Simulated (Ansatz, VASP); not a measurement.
## Two plane-wave programs on ZnSe

File POSCAR:

```
ZnSe
1.0
    0.0000000000      2.8338000000      2.8338000000
    2.8338000000      0.0000000000      2.8338000000
    2.8338000000      2.8338000000      0.0000000000
Se Zn
1 1
Direct
    0.7500000000      0.7500000000      0.7500000000
    0.0000000000      0.0000000000      0.0000000000
```

INCAR.step1

```
SYSTEM = ZnSe
PREC = Accurate ; ENCUT = 600
EDIFF = 1E-5 ; ISMEAR = -1
SIGMA = 0.05 ; LREAL = .FALSE.
LASPH = .TRUE. ; NELM = 100
ALGO = Normal ; LWAVE = .TRUE.
LCHARG = .FALSE. ; GGA = PE
NBANDS = 16
```

The input INCAR.step2:

```
SYSTEM = ZnSe
PREC = Accurate ; ENCUT = 600
EDIFF = 1E-7 ; ISMEAR = -1
SIGMA = 0.05 ; LREAL = .FALSE.
LASPH = .TRUE. ; NELM = 100
ALGO = Normal ; ISIF = 3
LWAVE = .FALSE. ; LCHARG = .FALSE.
GGA = B3 ; LHFCALC = .TRUE.
AEXX = 0.2 ; AGGAX = 0.72
AGGAC = 0.81 ; ALDAC = 0.19
PRECFOCK = Normal ; IBRION = 2
NSW = 60 ; EDIFFG = -0.01
ISTART = 1
```

File KPOINTS:

```
Automatic mesh
0
G
  4 4 4
  0 0 0
```

Contents of input.yaml:

```yaml
crystal:
  lattice:
    - [0.0, 2.8338, 2.8338]
    - [2.8338, 0.0, 2.8338]
    - [2.8338, 2.8338, 0.0]
  atoms:
    - { symbol: Se, position: [0.75, 0.75, 0.75] }
    - { symbol: Zn, position: [0.0, 0.0, 0.0] }
hamiltonian:
  xc: b3lyp
  pseudopotentials: { kind: paw }
kpoints:
  mp_grid: { grid: [4, 4, 4] }
scf:
  occupations: { method: fermi_dirac, width: 0.05 }
output:
  forces: true
  stress: true
relax:
  f_tol: 0.01
  max_steps: 40
  cell: { stress_tol: 0.05 }
```

Alike in both runs: task relaxation of cell and atoms; functional B3LYP; k mesh 4 × 4 × 4; occupations fermi-dirac, width 0.05 eV; no spin polarisation.

```csv
,VASP,Ansatz
version,VASP 6.6.1,Ansatz 0.2.0
potentials or method,"VASP PAW PBE potentials, release 64 (Se, Zn)",Ansatz PAW
plane-wave cutoff (eV),600,420
valence electrons in the cell,18,28
```

VASP gave:

| Quantity | Value |
| --- | --- |
| gap on the k mesh at the Fermi level, each at its own relaxed structure (eV) | 2.43 |
| relaxed volume (Å³/atom) | 24.27 |
| relaxed cell length with the largest relative difference (Å) | 4.095 |

Estimate Ansatz's values.

gap on the k mesh at the Fermi level, each at its own relaxed structure (eV): 2.37; relaxed volume (Å³/atom): 24.26; relaxed cell length with the largest relative difference (Å): 4.094.

VASP's potentials were made for PBE, not for B3LYP. VASP's potentials hold 18 valence electrons a cell and Ansatz's 28, so a difference there can come from the potentials and not from the codes.

The k mesh is coarse, so the values compare programs but aren't converged. Noted on Ansatz's run: the plane-wave basis is chosen anew once the cell has moved, so the energies of steps on either side of that aren't comparable.
